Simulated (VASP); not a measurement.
Crystal: SnSe.

```
CELL_PARAMETERS angstrom
0.00000 2.96932 2.96932
2.96932 0.00000 2.96932
2.96932 2.96932 0.00000
ATOMIC_POSITIONS crystal
Sn 0.00000 0.00000 0.00000
Se 0.50000 0.50000 0.50000
```

Base run:

| Item | Value |
| --- | --- |
| Program | VASP 6.6.1 |
| Functional | r2SCAN |
| Potentials or basis | VASP PAW PBE potentials, release 64 (Sn_d, Se) |
| Cutoff | 520 eV |
| k mesh | 8 × 8 × 8 |
| Occupations | fermi-dirac, width 0.05 eV |
| Spin | no spin polarisation |

Its results: band gap on the k mesh 0.65 eV, direct; pressure 2.2 GPa.

Problem. After a change of settings the same cell gave: band gap on the k mesh 0.65 eV, direct; pressure 1.4 GPa. Which change was it?
A. functional from r2SCAN to PBEsol
B. functional from r2SCAN to PBE exchange alone
C. functional from r2SCAN to PBEsol; further incar settings from ALGO = Normal; EDIFF = 1e-07; NBANDS = 17 to ALGO = Normal; EDIFF = 1e-06; NBANDS = 17
D. dispersion from none to D4

Solution. D.

Dispersion adds attraction, which lowers the pressure at fixed volume and, as a term added to the energy, leaves the levels alone.

Caveats: the PAW data sets were made with another functional, which shifts forces and pressure a little; spin-orbit coupling is left out, which moves the levels of the heavy elements.
